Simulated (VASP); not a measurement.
# Ag (I4/mmm) in VASP: notebook

The runs below take Ag through single point, with r2SCAN.

Everything below comes from runs of VASP 6.6.1. Logs are shortened: lines on timing, memory, paths and dates and some standing lists are left out, and cuts for length are marked.

## 1. The cell of the first run

Symmetry: I4/mmm, No. 139, tetragonal system. The conventional cell has a = 3.311 Å, b = 3.311 Å, c = 3.187 Å, α = 90.00°, β = 90.00°, γ = 90.00°. Within 3.7 Å of Ag (site symmetry 4/mmm) lie 14 Ag at 2.83 to 3.31 Å.

## 2. Single point, r2SCAN (strain -0.0375 x Voigt [0, 0, 1, 0, 0, 0])

POSCAR

```
Ag
1.0
   -1.6556540000      1.6556540000      1.5935669750
    1.6556540000     -1.6556540000      1.5935669750
    1.6556540000      1.6556540000     -1.5935669750
Ag
1
Direct
    0.0000000000      0.0000000000      0.0000000000
```

INCAR.step1

```
SYSTEM = Ag
PREC = Accurate
ENCUT = 520
ISMEAR = 0
SIGMA = 0.15
LREAL = .False.
LASPH = .True.
NELM = 60
NBANDS = 12
GGA = PE
ALGO = Normal
EDIFF = 1E-4
LWAVE = .True.
LCHARG = .False.
```

INCAR.step2

```
SYSTEM = Ag
PREC = Accurate
ENCUT = 520
EDIFF = 1E-7
ISMEAR = 0
SIGMA = 0.15
LREAL = .False.
LASPH = .True.
NELM = 60
ALGO = Normal
ISIF = 2
LWAVE = .False.
LCHARG = .False.
METAGGA = R2SCAN
LMIXTAU = .True.
NBANDS = 12
ISTART = 1
```

KPOINTS

```
regular mesh
0
Gamma
  20 20 20
  0 0 0
```

Potentials or basis: VASP PAW PBE potentials, release 64 (Ag).

Run with:

```
$ cat potpaw_PBE.64/Ag/POTCAR > POTCAR
$ cp INCAR.step1 INCAR
$ mpirun -np 1 vasp_std > vasp.out
$ cp INCAR.step2 INCAR
$ mpirun -np 1 vasp_std > vasp.out
```

OUTCAR:

```text
SYSTEM = Ag
   PREC = Accurate
   ENCUT = 520
   EDIFF = 1E-7
   ISMEAR = 0
   LREAL = .False.
   LASPH = .True.
   NELM = 60
   ISIF = 2
   METAGGA = R2SCAN
   ISTART = 1

 ion  position               nearest neighbor table
   1  0.000  0.000  0.000-

  LATTYP: Found a body centered tetragonal cell.
 ALAT       =     3.3113080000
 C/A-ratio  =     0.9625000000

  Lattice vectors:

 A1 = (  -1.6556540000,   1.6556540000,   1.5935669750)
 A2 = (   1.6556540000,  -1.6556540000,   1.5935669750)
 A3 = (   1.6556540000,   1.6556540000,  -1.5935669750)

Analysis of symmetry for initial positions (statically):
=====================================================================
 Subroutine PRICEL returns:
 Original cell was already a primitive cell.

 Routine SETGRP: Setting up the symmetry group for a
 body centered tetragonal supercell.

 Subroutine GETGRP returns: Found 16 space group operations
 (whereof 16 operations were pure point group operations)
 out of a pool of 16 trial point group operations.

The static configuration has the point symmetry D_4h.

Analysis of symmetry for dynamics (positions and initial velocities):
=====================================================================
 Subroutine PRICEL returns:
 Original cell was already a primitive cell.

 Routine SETGRP: Setting up the symmetry group for a
 body centered tetragonal supercell.

 Subroutine GETGRP returns: Found 16 space group operations
 (whereof 16 operations were pure point group operations)
 out of a pool of 16 trial point group operations.

The dynamic configuration has the point symmetry D_4h.

 Subroutine INISYM returns: Found 16 space group operations
 (whereof 16 operations are pure point group operations),
 and found     1 'primitive' translations

----------------------------------------------------------------------------------------

                                     Primitive cell

  volume of cell :      17.4731

  direct lattice vectors                    reciprocal lattice vectors
    -1.655654000  1.655654000  1.593566975     0.000000000  0.301995465  0.313761522
     1.655654000 -1.655654000  1.593566975     0.301995465  0.000000000  0.313761522
     1.655654000  1.655654000 -1.593566975     0.301995465  0.301995465  0.000000000

  length of vectors
     2.832284597  2.832284597  2.832284597     0.435485423  0.435485423  0.427086083

  position of ions in fractional coordinates (direct lattice)
     0.000000000  0.000000000  0.000000000

  ion indices of the primitive-cell ions
   primitive index   ion index
                 1           1

----------------------------------------------------------------------------------------

 KPOINTS: regular mesh

Automatic generation of k-mesh.
 Grid dimensions read from file:
 generate k-points for:   20   20   20

 Generating k-lattice:

  Cartesian coordinates                     Fractional coordinates (reciprocal lattice)
     0.000000000  0.015099773  0.015688076     0.050000000  0.000000000  0.000000000
     0.015099773  0.000000000  0.015688076     0.000000000  0.050000000  0.000000000
     0.015099773  0.015099773  0.000000000     0.000000000  0.000000000  0.050000000

  Length of vectors
     0.021774271  0.021774271  0.021354304

  Shift w.r.t. Gamma in fractional coordinates (k-lattice)
     0.000000000  0.000000000  0.000000000

 Subroutine IBZKPT returns following result:
 ===========================================

 Found    641 irreducible k-points:

 Following reciprocal coordinates:
            Coordinates               Weight
  0.000000  0.000000  0.000000      1.000000
  0.050000 -0.000000  0.000000      8.000000
  0.100000 -0.000000  0.000000      8.000000
  0.150000  0.000000  0.000000      8.000000
  0.200000 -0.000000  0.000000      8.000000
  0.250000  0.000000  0.000000      8.000000
[... 16 lines left out ...]
 -0.400000  0.050000  0.000000     16.000000
 -0.350000  0.050000  0.000000     16.000000
 [... further k-points ...]
   k-points           NKPTS =    641   k-points in BZ     NKDIM =    641   number of bands    NBANDS=     12
   number of dos      NEDOS =    301   number of ions     NIONS =      1
   total plane-waves  NPLWV =  13824
   dimension x,y,z NGX =    24 NGY =   24 NGZ =   24
   dimension x,y,z NGXF=    48 NGYF=   48 NGZF=   48
   ions per type =               1
   NGX,Y,Z   is equivalent  to a cutoff of  14.09, 14.09, 14.09 a.u.
   NGXF,Y,Z  is equivalent  to a cutoff of  28.17, 28.17, 28.17 a.u.
 SYSTEM =  Ag
   PREC   = accura    normal or accurate (medium, high low for compatibility)
   ISTART =      1    job   : 0-new  1-cont  2-samecut
   ICHARG =      0    charge: 1-file 2-atom 10-const
   ISPIN  =      1    spin polarized calculation?
   LNONCOLLINEAR =      F non collinear calculations
   LSORBIT =      F    spin-orbit coupling
   LASPH  =      T    aspherical Exc in radial PAW
   ENCUT  =  520.0 eV  38.22 Ry    6.18 a.u.   5.27  5.27  5.27*2*pi/ulx,y,z
   NELM   =     60;   NELMIN=  2; NELMDL=  0     # of ELM steps
   EDIFF  = 0.1E-06   stopping-criterion for ELM
   LREAL  =      F    real-space projection
   EDIFFG = 0.1E-05   stopping-criterion for IOM
   NSW    =      0    number of steps for IOM
   IBRION =     -1    ionic relax: 0-MD 1-quasi-New 2-CG
   NFREE  =      0    steps in history (QN), initial steepest desc. (CG)
   ISIF   =      2    stress and relaxation
   ISYM   =      2    0-nonsym 1-usesym 2-fastsym
   POTIM  = 0.5000    time-step for ionic-motion
   TEBEG  =    0.0;   TEEND  =   0.0 temperature during run
   PSTRESS=    0.0 pullay stress
   NELECT =      11.0000    total number of electrons
   NUPDOWN=      -1.0000    fix difference up-down
   EMIN   =  10.00;   EMAX   =-10.00  energy-range for DOS
   EFERMI =   0.00;   METHOD = LEGACY
   ISMEAR =     0;   SIGMA  =   0.15  broadening in eV -4-tet -1-fermi 0-gaus
   EFERMI_NEDOS =   21; number of points for ismear=-14 and -15
   IALGO  =     38    algorithm
   IMIX   =      4    mixing-type and parameters
     AMIX     =   0.40;   BMIX     =  1.00
     AMIX_MAG =   1.60;   BMIX_MAG =  1.00
  volume/ion in A,a.u.               =      17.47       117.91
  Fermi-wavevector in a.u.,A,eV,Ry     =   1.403080  2.651438 26.784901  1.968635
  Thomas-Fermi vector in A             =   2.525778
   LORBIT       =      0    0 simple, 1 ext, 2 COOP (PROOUT), +10 PAW based schemes
   METAGGA = R2SCAN    functional components
   LHFCALC =     F    Hartree Fock is set to
   AEXX    =    0.0000 exact exchange contribution
   IVDW    =     0    specifies the selected vdW correction
   LEPSILON=     F    determine dielectric tensor
   LRPA    =     F    only Hartree local field effects (RPA)
 non-spin polarized calculation
 Gauss-broadening in eV      SIGMA  =   0.15
  energy-cutoff  :      520.00
  volume of cell :       17.47
 maximum number of plane-waves:       482
 NGX is ok and might be reduce to    24
   NGX = 11   NGY = 11   NGZ = 11

 number of electron      11.0000001 magnetization

 Free energy of the ion-electron system (eV)
  ---------------------------------------------------
  ext. energy  EPLUGINS =         0.00000000
  ---------------------------------------------------
  free energy    TOTEN  =       -21.32473607 eV

  energy without entropy =      -21.32087846  energy(sigma->0) =      -21.32280727

 E-fermi :   8.1304     XC(G=0): -12.7961

 val. band max:        8.1023280179   @ k =  -0.1500   0.4500   0.1000
 cond. band min:       8.1350596451   @ k =   0.3500   0.1000   0.0500
 fundamental gap:      0.0327316271
 Fermi energy:         8.1303731980

 k-point     1 :       0.0000    0.0000    0.0000
  band No.  band energies     occupation
      1       0.3349      2.00000
      2       2.8219      2.00000
      3       2.9974      2.00000
      4       2.9974      2.00000
      5       4.1274      2.00000
      6       4.3267      2.00000
      7      26.4815      0.00000
      8      26.4815      0.00000
      9      27.2152      0.00000
     10      32.4994      0.00000
     11      32.4994      0.00000
     12      32.8990      0.00000

 k-point     2 :       0.0500   -0.0000    0.0000
  band No.  band energies     occupation
      1       0.4203      2.00000
      2       2.8309      2.00000
      3       2.9993      2.00000
      4       3.0147      2.00000
      5       4.1265      2.00000
      6       4.3090      2.00000
      7      26.3775      0.00000
      8      26.5331      0.00000
      9      27.0532      0.00000
     10      31.4095      0.00000
     11      31.9331      0.00000
     12      32.0220      0.00000

 k-point     3 :       0.1000   -0.0000    0.0000
  band No.  band energies     occupation
      1       0.6686      2.00000
      2       2.8066      2.00000
      3       3.0066      2.00000
      4       3.1177      2.00000
      5       4.1210      2.00000
      6       4.2693      2.00000
      7      25.8421      0.00000
      8      26.6052      0.00000
      9      26.6792      0.00000
     10      30.3726      0.00000
     11      30.7182      0.00000
     12      30.8505      0.00000
[... 286 lines left out ...]
 k-point    23 :      -0.4000    0.0500    0.0000
  band No.  band energies     occupation
      1       1.6969      2.00000
      2       2.2324      2.00000
      3       4.1741      2.00000
      4       4.2799      2.00000
      5       4.7010      2.00000
      6       6.1500      2.00000
      7      15.6269      0.00000
      8      22.1050      0.00000
      9      23.3773      0.00000
     10      28.2197      0.00000
     11      29.6999      0.00000
     12      34.1842      0.00000

 k-point    24 :      -0.3500    0.0500    0.0000
  band No.  band energies     occupation
      1       1.7961      2.00000
      2       2.3284      2.00000
      3       4.1036      2.00000
      4       4.1664      2.00000
      5       4.3674      2.00000
      6       5.1389      2.00000
      7      17.5881      0.00000
      8      22.6793      0.00000
      9      24.2184      0.00000
     10      28.0467      0.00000
     11      29.6890      0.00000
     12      33.4026      0.00000

 [... further k-points ...]

------------------------ aborting loop because EDIFF is reached ----------------------------------------

  FORCE on cell =-STRESS in cart. coord.  units (eV):
  Direction    XX          YY          ZZ          XY          YZ          ZX
  --------------------------------------------------------------------------------------
  -------------------------------------------------------------------------------------
  Total        0.0224227      0.0224227     -0.0739546      0.0000000      0.0000000      0.0000000
  in kB        2.0560300      2.0560300     -6.7811985      0.0000000      0.0000000      0.0000000
  external PRESSURE =      -0.8897128 kB  Pullay stress =       0.0000000 kB

 VOLUME and BASIS-vectors are now :
 -----------------------------------------------------------------------------
  energy-cutoff  :      520.00
  volume of cell :       17.47
      direct lattice vectors                 reciprocal lattice vectors
    -1.655654000  1.655654000  1.593566975     0.000000000  0.301995465  0.313761522
     1.655654000 -1.655654000  1.593566975     0.301995465  0.000000000  0.313761522
     1.655654000  1.655654000 -1.593566975     0.301995465  0.301995465  0.000000000

 POSITION                                       TOTAL-FORCE (eV/Angst)
 -----------------------------------------------------------------------------------
      0.00000      0.00000      0.00000         0.000000      0.000000      0.000000
 -----------------------------------------------------------------------------------
    total drift:                               -0.000000      0.000000      0.000000

  FREE ENERGIE OF THE ION-ELECTRON SYSTEM (eV)
  ---------------------------------------------------
  free  energy   TOTEN  =       -21.3247360712 eV

  energy  without entropy=      -21.3208784649  energy(sigma->0) =      -21.32280727
```

Run time: 2.9 min. Hardware: 1 thread of Intel Xeon 6975P-C (Granite Rapids), shared host; peak memory 0.25 GiB.

What came out:

```yaml
Free_energy: -21.3247 eV
Pressure: -0.1 GPa
Band_gap_on_the_k_mesh: zero (an odd number of electrons rules out a gap without spin polarisation)
```

Caveat: the cell differs from its parent crystal (strain -0.0375 x Voigt [0, 0, 1, 0, 0, 0]); the PAW data sets were made with another functional, which shifts forces and pressure a little.

## 3. Single point, r2SCAN (strain +0.0375 x Voigt [0, 0, 1, 0, 0, 0])

POSCAR

```
Ag
1.0
   -1.6556540000      1.6556540000      1.7177410250
    1.6556540000     -1.6556540000      1.7177410250
    1.6556540000      1.6556540000     -1.7177410250
Ag
1
Direct
    0.0000000000      0.0000000000      0.0000000000
```

INCAR.step1

```
PREC = Accurate
ENCUT = 520
ISMEAR = 0
SIGMA = 0.15
LREAL = False
LASPH = True
NELM = 100
NBANDS = 12
GGA = PE
ALGO = Normal
EDIFF = 1E-4
LWAVE = True
LCHARG = False
```

INCAR.step2

```
PREC = Accurate
ENCUT = 520
EDIFF = 1E-6
ISMEAR = 0
SIGMA = 0.15
LREAL = False
LASPH = True
NELM = 100
ALGO = Normal
ISIF = 2
LWAVE = False
LCHARG = False
METAGGA = R2SCAN
LMIXTAU = True
NBANDS = 12
ISTART = 1
```

KPOINTS

```
regular mesh
0
Gamma
  20 20 20
```

Potentials or basis: VASP PAW PBE potentials, release 64 (Ag).

Run with:

```
$ cat potpaw_PBE.64/Ag/POTCAR > POTCAR
$ cp INCAR.step1 INCAR
$ mpirun -np 1 vasp_std > vasp.out
$ cp INCAR.step2 INCAR
$ mpirun -np 1 vasp_std > vasp.out
```

Wall time 2.3 min (1 thread of Intel Xeon 6975P-C (Granite Rapids), shared host); peak memory 0.25 GiB.

The run converged. Its results:

| Quantity | Value |
| --- | --- |
| Free energy | -21.2962 eV |
| Pressure | -6.2 GPa |
| Band gap on the k mesh | zero (an odd number of electrons rules out a gap without spin polarisation) |

Stress tensor (GPa, compression positive):
```
-6.28  0.00  0.00
 0.00 -6.28  0.00
 0.00  0.00 -5.89
```

Levels at points of the mesh, in eV from the Fermi level:
```tsv
k point	band 2	band 3	band 4	band 5	band 6	band 7	band 8	band 9	band 10	band 11
(0.00, 0.00, 0.00)	-4.99	-4.99	-4.85	-3.88	-3.73	17.86	18.44	18.44	22.60	23.54
(0.50, 0.00, 0.00)	-5.56	-3.94	-3.70	-2.95	0.14	3.56	13.66	14.40	19.56	20.67
(0.50, 0.50, 0.00)	-5.72	-3.74	-3.66	-2.91	0.35	3.91	13.05	13.59	18.93	19.81
(0.50, 0.50, 0.50)	-6.15	-3.17	-3.12	-3.12	6.21	7.24	7.24	11.56	12.98	13.34
```

Caveat: the cell differs from its parent crystal (strain +0.0375 x Voigt [0, 0, 1, 0, 0, 0]); the cell stands under tension; the PAW data sets were made with another functional, which shifts forces and pressure a little.
